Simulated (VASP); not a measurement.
# HfC (P6_3mc) in VASP: a series of runs, part 2 of 2

VASP 6.6.1. Earlier steps stand in the parts before.

## 3. Single point, PBE

INCAR reads:

```
ALGO = Normal
EDIFF = 1E-7
ENCUT = 520
GGA = PE
ISIF = 2
ISMEAR = 0
LASPH = True
LCHARG = False
LREAL = False
LWAVE = False
NBANDS = 22
NELM = 80
PREC = Accurate
SIGMA = 0.1
```

KPOINTS reads:

```
k-points
0
Gamma
  12 12 10
```

POSCAR reads:

```
HfC
1.0
    3.8537002715      0.0000000000      0.0000000000
   -1.9268501358      3.3374023336      0.0000000000
    0.0000000000      0.0000000000      4.6366494544
Hf C
2 2
Direct
    0.6666666667      0.3333333333      0.4377676302
    0.3333333333      0.6666666667      0.9377676302
    0.6666666667      0.3333333333      0.9380923798
    0.3333333333      0.6666666667      0.4380923798
```

Potentials or basis: VASP PAW PBE potentials, release 64 (Hf_pv, C).

Command:

```
> cat potpaw_PBE.64/Hf_pv/POTCAR potpaw_PBE.64/C/POTCAR > POTCAR
> mpirun -np 1 vasp_std > vasp.out
```

OUTCAR:

```text
EDIFF = 1E-7
   ENCUT = 520
   GGA = PE
   ISIF = 2
   ISMEAR = 0
   LASPH = True
   LREAL = False
   NELM = 80
   PREC = Accurate

 ion  position               nearest neighbor table
   1  0.667  0.333  0.438-   4 2.22   4 2.22   4 2.22   3 2.32   3 2.32   2 3.21   2 3.21   2 3.21
                             2 3.21   2 3.21   2 3.21
   2  0.333  0.667  0.938-   3 2.22   3 2.22   3 2.22   4 2.32   4 2.32   1 3.21   1 3.21   1 3.21
                             1 3.21   1 3.21   1 3.21
   3  0.667  0.333  0.938-   2 2.22   2 2.22   2 2.22   1 2.32   1 2.32
   4  0.333  0.667  0.438-   1 2.22   1 2.22   1 2.22   2 2.32   2 2.32

  LATTYP: Found a hexagonal cell.
 ALAT       =     3.8537002715
 C/A-ratio  =     1.2031681573

  Lattice vectors:

 A1 = (   3.8537002715,   0.0000000000,   0.0000000000)
 A2 = (  -1.9268501358,   3.3374023336,   0.0000000000)
 A3 = (   0.0000000000,   0.0000000000,   4.6366494544)

Analysis of symmetry for initial positions (statically):
=====================================================================
 Subroutine PRICEL returns:
 Original cell was already a primitive cell.

 Routine SETGRP: Setting up the symmetry group for a
 hexagonal supercell.

 Subroutine GETGRP returns: Found 12 space group operations
 (whereof  6 operations were pure point group operations)
 out of a pool of 24 trial point group operations.

The static configuration has the point symmetry C_3v.
 The point group associated with its full space group is C_6v.

Analysis of symmetry for dynamics (positions and initial velocities):
=====================================================================
 Subroutine PRICEL returns:
 Original cell was already a primitive cell.

 Routine SETGRP: Setting up the symmetry group for a
 hexagonal supercell.

 Subroutine GETGRP returns: Found 12 space group operations
 (whereof  6 operations were pure point group operations)
 out of a pool of 24 trial point group operations.

The dynamic configuration has the point symmetry C_3v.
 The point group associated with its full space group is C_6v.

 Subroutine INISYM returns: Found 12 space group operations
 (whereof  6 operations are pure point group operations),
 and found     1 'primitive' translations

----------------------------------------------------------------------------------------

                                     Primitive cell

  volume of cell :      59.6336

  direct lattice vectors                    reciprocal lattice vectors
     3.853700272  0.000000000  0.000000000     0.259490861  0.149817118  0.000000000
    -1.926850136  3.337402334  0.000000000     0.000000000  0.299634236  0.000000000
     0.000000000  0.000000000  4.636649454     0.000000000  0.000000000  0.215672979

  length of vectors
     3.853700272  3.853700271  4.636649454     0.299634236  0.299634236  0.215672979

  position of ions in fractional coordinates (direct lattice)
     0.666666667  0.333333333  0.437767630
     0.333333333  0.666666667  0.937767630
     0.666666667  0.333333333  0.938092380
     0.333333333  0.666666667  0.438092380

  ion indices of the primitive-cell ions
   primitive index   ion index
                 1           1
                 2           2
[... 26 lines left out ...]

 Found    114 irreducible k-points:

 Following reciprocal coordinates:
            Coordinates               Weight
  0.000000  0.000000  0.000000      1.000000
  0.083333  0.000000  0.000000      6.000000
  0.166667  0.000000  0.000000      6.000000
  0.250000  0.000000  0.000000      6.000000
  0.333333  0.000000  0.000000      6.000000
  0.416667 -0.000000  0.000000      6.000000
[... 16 lines left out ...]
  0.250000  0.000000  0.100000     12.000000
  0.333333  0.000000  0.100000     12.000000
 [... further k-points ...]
   k-points           NKPTS =    114   k-points in BZ     NKDIM =    114   number of bands    NBANDS=     22
   number of dos      NEDOS =    301   number of ions     NIONS =      4
   total plane-waves  NPLWV =  32400
   dimension x,y,z NGX =    30 NGY =   30 NGZ =   36
   dimension x,y,z NGXF=    60 NGYF=   60 NGZF=   72
   ions per type =               2   2
   NGX,Y,Z   is equivalent  to a cutoff of  12.94, 12.94, 12.91 a.u.
   NGXF,Y,Z  is equivalent  to a cutoff of  25.88, 25.88, 25.82 a.u.
 SYSTEM =  unknown system
   PREC   = accura    normal or accurate (medium, high low for compatibility)
   ISTART =      0    job   : 0-new  1-cont  2-samecut
   ICHARG =      2    charge: 1-file 2-atom 10-const
   ISPIN  =      1    spin polarized calculation?
   LNONCOLLINEAR =      F non collinear calculations
   LSORBIT =      F    spin-orbit coupling
   LASPH  =      T    aspherical Exc in radial PAW
   ENCUT  =  520.0 eV  38.22 Ry    6.18 a.u.   7.17  7.17  8.62*2*pi/ulx,y,z
   NELM   =     80;   NELMIN=  2; NELMDL= -5     # of ELM steps
   EDIFF  = 0.1E-06   stopping-criterion for ELM
   LREAL  =      F    real-space projection
   EDIFFG = 0.1E-05   stopping-criterion for IOM
   NSW    =      0    number of steps for IOM
   IBRION =     -1    ionic relax: 0-MD 1-quasi-New 2-CG
   NFREE  =      0    steps in history (QN), initial steepest desc. (CG)
   ISIF   =      2    stress and relaxation
   ISYM   =      2    0-nonsym 1-usesym 2-fastsym
   POTIM  = 0.5000    time-step for ionic-motion
   TEBEG  =    0.0;   TEEND  =   0.0 temperature during run
   PSTRESS=    0.0 pullay stress
   NELECT =      28.0000    total number of electrons
   NUPDOWN=      -1.0000    fix difference up-down
   EMIN   =  10.00;   EMAX   =-10.00  energy-range for DOS
   EFERMI =   0.00;   METHOD = LEGACY
   ISMEAR =     0;   SIGMA  =   0.10  broadening in eV -4-tet -1-fermi 0-gaus
   EFERMI_NEDOS =   21; number of points for ismear=-14 and -15
   IALGO  =     38    algorithm
   IMIX   =      4    mixing-type and parameters
     AMIX     =   0.40;   BMIX     =  1.00
     AMIX_MAG =   1.60;   BMIX_MAG =  1.00
  volume/ion in A,a.u.               =      14.91       100.61
  Fermi-wavevector in a.u.,A,eV,Ry     =   1.272420  2.404526 22.028559  1.619053
  Thomas-Fermi vector in A             =   2.405300
   LORBIT       =      0    0 simple, 1 ext, 2 COOP (PROOUT), +10 PAW based schemes
   GGA     = PE    functional components
   LHFCALC =     F    Hartree Fock is set to
   AEXX    =    0.0000 exact exchange contribution
   IVDW    =     0    specifies the selected vdW correction
   LEPSILON=     F    determine dielectric tensor
   LRPA    =     F    only Hartree local field effects (RPA)
 non-spin polarized calculation
 Gauss-broadening in eV      SIGMA  =   0.10
  energy-cutoff  :      520.00
  volume of cell :       59.63
 maximum number of plane-waves:      1638
 NGX is ok and might be reduce to    30
   NGX = 15   NGY = 15   NGZ = 17

 number of electron      28.0000001 magnetization

 Free energy of the ion-electron system (eV)
  ---------------------------------------------------
  ext. energy  EPLUGINS =         0.00000000
  ---------------------------------------------------
  free energy    TOTEN  =       -41.02327956 eV

  energy without entropy =      -41.02210561  energy(sigma->0) =      -41.02269259

 E-fermi :   4.4296     XC(G=0): -11.1768

 val. band max:        4.4053532134   @ k =   0.2500   0.1667   0.0000
 cond. band min:       4.4845883791   @ k =   0.4167   0.1667   0.0000
 fundamental gap:      0.0792351657
 Fermi energy:         4.4295589692

 k-point     1 :       0.0000    0.0000    0.0000
  band No.  band energies     occupation
      1     -25.6850      2.00000
      2     -25.5430      2.00000
      3     -25.5430      2.00000
      4     -25.3416      2.00000
      5     -25.3416      2.00000
      6     -25.1098      2.00000
[... 589 lines left out ...]
     21      10.5403      0.00000
     22      10.6538      0.00000

 [... further k-points ...]

------------------------ aborting loop because EDIFF is reached ----------------------------------------

  FORCE on cell =-STRESS in cart. coord.  units (eV):
  Direction    XX          YY          ZZ          XY          YZ          ZX
  --------------------------------------------------------------------------------------
  -------------------------------------------------------------------------------------
  Total       -0.1863290     -0.1863290     -0.2042576      0.0000000      0.0000000      0.0000000
  in kB       -5.0061099     -5.0061099     -5.4877969      0.0000000      0.0000000      0.0000000
  external PRESSURE =      -5.1666723 kB  Pullay stress =       0.0000000 kB

 VOLUME and BASIS-vectors are now :
 -----------------------------------------------------------------------------
  energy-cutoff  :      520.00
  volume of cell :       59.63
      direct lattice vectors                 reciprocal lattice vectors
     3.853700272  0.000000000  0.000000000     0.259490861  0.149817118  0.000000000
    -1.926850136  3.337402334  0.000000000     0.000000000  0.299634236  0.000000000
     0.000000000  0.000000000  4.636649454     0.000000000  0.000000000  0.215672979

 POSITION                                       TOTAL-FORCE (eV/Angst)
 -----------------------------------------------------------------------------------
      1.92685      1.11247      2.02978        -0.000000     -0.000000      0.000763
     -0.00000      2.22493      4.34810         0.000000      0.000000      0.000763
      1.92685      1.11247      4.34961         0.000000     -0.000000     -0.000763
     -0.00000      2.22493      2.03128        -0.000000      0.000000     -0.000763
 -----------------------------------------------------------------------------------
    total drift:                               -0.000000      0.000000     -0.000036

  FREE ENERGIE OF THE ION-ELECTRON SYSTEM (eV)
  ---------------------------------------------------
  free  energy   TOTEN  =       -41.0232795646 eV

  energy  without entropy=      -41.0221056063  energy(sigma->0) =      -41.02269259
```

Run time: 3.8 min. Hardware: 1 thread of AMD EPYC 7R43 (Zen 3), shared host; peak memory 0.23 GiB.

What came out:

| Item | Value |
| --- | --- |
| Free energy | -41.0233 eV |
| Pressure | -0.5 GPa |
| Band gap on the k mesh | zero (band 14 reaches 5.70 eV, above the bottom of band 15 at 4.23 eV) |

Levels at points of the mesh, in eV from the Fermi level:
```csv
k point,band 11,band 12,band 13,band 14,band 15,band 16,band 17,band 18
"(0.00, 0.00, 0.00)",-2.54,-2.54,-1.89,1.27,1.34,1.34,2.42,4.87
"(0.50, 0.00, 0.00)",-1.95,-1.61,-1.31,-0.22,0.27,1.79,3.13,3.91
"(0.00, 0.00, 0.50)",-3.05,-3.05,-3.05,-3.05,4.19,4.19,4.45,4.45
"(0.50, 0.00, 0.50)",-2.30,-2.30,-1.57,-1.57,2.40,2.40,3.72,3.72
```

Caveat: spin-orbit coupling is left out, which moves the levels of the heavy elements.

## 4. Relaxation of cell and atoms, PBE

INCAR reads:

```
SYSTEM = HfC
PREC = Accurate
ENCUT = 600
EDIFF = 1E-7
ISMEAR = 0
SIGMA = 0.1
LREAL = .False.
LASPH = .True.
NELM = 100
ALGO = Normal
ISIF = 3
LWAVE = .False.
LCHARG = .False.
GGA = PE
IBRION = 2
NSW = 100
EDIFFG = -0.01
```

KPOINTS reads:

```
Automatic mesh
0
Gamma
  12 12 10
  0 0 0
```

POSCAR reads:

```
HfC
1.0
    3.8455106583      0.0000000000      0.0000000000
   -1.9227553292      3.3303099206      0.0000000000
    0.0000000000      0.0000000000      4.6591157974
Hf C
2 2
Direct
    0.6666666667      0.3333333333      0.4460083321
    0.3333333333      0.6666666667      0.9460083321
    0.6666666667      0.3333333333      0.9298516779
    0.3333333333      0.6666666667      0.4298516779
```

Command:

```
> cat potpaw_PBE.64/Hf_pv/POTCAR potpaw_PBE.64/C/POTCAR > POTCAR
> mpirun -np 1 vasp_std > vasp.out
```

Wall time 4 min (1 thread of Intel Xeon 6975P-C (Granite Rapids), shared host); peak memory 0.3 GiB.

Results (log left out):

```yaml
Free_energy: -41.0255 eV
Relaxed_volume: 14.86 Å³/atom
Relaxed_cell: a = 3.850 Å, b = 3.850 Å, c = 4.632 Å, α = 90.00°, β = 90.00°, γ = 120.00°
Space_group_after_relaxing_to_0.05_Å: P6_3/mmc (No. 194)
Energy_gained_by_relaxing: 2.4 meV/atom
Ionic_steps: 8
Pressure_after_relaxing: 0.0 GPa
Largest_force_after_relaxing: 0.007 eV/Å
Band_gap_on_the_k_mesh: zero (band 14 reaches 5.72 eV, above the bottom of band 15 at 4.27 eV)
```

Forces in eV/Å, atoms in the order of the input:
```
Hf   0.000  0.000 -0.007
Hf   0.000  0.000 -0.007
C    0.000  0.000  0.007
C    0.000  0.000  0.007
```

Stress tensor (GPa, compression positive):
```
-0.08  0.00  0.00
 0.00 -0.08  0.00
 0.00  0.00  0.07
```

The path:
| step | energy change (eV) | largest force (eV/Å) | pressure (GPa) | volume (Å³) |
| --- | --- | --- | --- | --- |
| 1 | 0.0000 | 0.1541 | -0.54 | 59.67 |
| 2 | -0.0040 | 0.1198 | 0.77 | 59.23 |
| 3 | -0.0042 | 0.1088 | 1.19 | 59.10 |
| 4 | -0.0066 | 0.0774 | 0.86 | 59.19 |
| 5 | -0.0095 | 0.0208 | 0.08 | 59.42 |
| 6 | -0.0097 | 0.0122 | -0.11 | 59.49 |
| 7 | -0.0097 | 0.0094 | -0.19 | 59.51 |
| 8 | -0.0098 | 0.0068 | -0.03 | 59.46 |

Final structure:
```
Hf C
1.0
     3.85003    0.00000    0.00000
    -1.92502    3.33423    0.00000
     0.00000    0.00000    4.63172
Hf C
2 2
Direct
  0.66667 0.33333 0.43901
  0.33333 0.66667 0.93901
  0.66667 0.33333 0.93685
  0.33333 0.66667 0.43685
```

Levels at points of the mesh, in eV from the Fermi level:
```
           k point  band 10  band 11  band 12  band 13  band 14  band 15  band 16  band 17  band 18
(0.00, 0.00, 0.00)    -2.70    -2.55    -2.55    -1.89     1.27     1.33     1.33     2.42     4.88
(0.50, 0.00, 0.00)    -2.00    -1.92    -1.61    -1.31    -0.23     0.27     1.80     3.13     3.91
(0.00, 0.00, 0.50)    -3.20    -3.07    -3.07    -3.07    -3.07     4.20     4.20     4.46     4.46
(0.50, 0.00, 0.50)    -4.68    -2.31    -2.31    -1.58    -1.58     2.40     2.40     3.73     3.73
```

Caveat: spin-orbit coupling is left out, which moves the levels of the heavy elements.

## 5. Summary

```csv
task,cell,k mesh,cutoff (eV),gap on the mesh (eV),pressure (GPa),largest force (eV/Å)
single point,"a = 3.846, b = 3.846, c = 4.659 Å, angles 90.0, 90.0, 120.0°, 4 atoms",6 × 6 × 4,520,none,-0.5,0.01
single point,"a = 3.854, b = 3.854, c = 4.637 Å, angles 90.0, 90.0, 120.0°, 4 atoms",12 × 12 × 10,520,none,-0.5,-
relaxation of cell and atoms,"relaxed from a = 3.846, b = 3.846, c = 4.659 Å, angles 90.0, 90.0, 120.0°, 4 atoms",12 × 12 × 10,600,none,0.0,0.01
```

Alike in all rows: level PBE; potentials or basis VASP PAW PBE potentials, release 64 (Hf_pv, C); no spin polarisation; smearing gaussian 0.1 eV.

Caveats: spin-orbit coupling is left out, which moves the levels of the heavy elements.

Absolute energies hang on the potentials; compare differences alone.
